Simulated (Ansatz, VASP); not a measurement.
Al2O3: VASP beside Ansatz

```
CELL_PARAMETERS angstrom
2.30585 1.33129 4.75436
-2.30585 1.33129 4.75436
0.00000 -2.66257 4.75436
ATOMIC_POSITIONS crystal
Al 0.85594 0.85594 0.85594
Al 0.64406 0.64406 0.64406
Al 0.14406 0.14406 0.14406
Al 0.35594 0.35594 0.35594
O 0.05616 0.44384 0.75000
O 0.75000 0.05616 0.44384
O 0.44384 0.75000 0.05616
O 0.94384 0.55616 0.25000
O 0.25000 0.94384 0.55616
O 0.55616 0.25000 0.94384
```

Alike in both runs: task single point; functional PBE; k mesh 6 × 6 × 6; occupations gaussian, width 0.05 eV; no spin polarisation.

|  | VASP | Ansatz |
| --- | --- | --- |
| version | VASP 6.6.1 | Ansatz 0.2.0 |
| potentials or method | VASP PAW PBE potentials, release 64 (Al, O), cutoff 520 eV | scalar-relativistic, plane waves, PAW |
| valence electrons in the cell | 48 | 48 |

|  | VASP | Ansatz | Ansatz less VASP |
| --- | --- | --- | --- |
| gap on the k mesh at the Fermi level (eV) | 5.08 | 5.08 | +0.006 |
| least direct gap on the mesh (eV) | 5.08 | 5.08 | +0.006 |
| pressure (GPa) | 4.3 | 4.4 | +0.06 |
| traceless stress, the component that is largest in VASP (GPa) | -35.12 | -35.00 | +0.120 |
| rms of the force components (eV/Å) | 0.399 | 0.396 | -0.0036 |

Atom by atom the forces differ by 0.005 eV/Å (rms over components). The functional is the same, so the differences come from potentials, cutoffs and numerics.
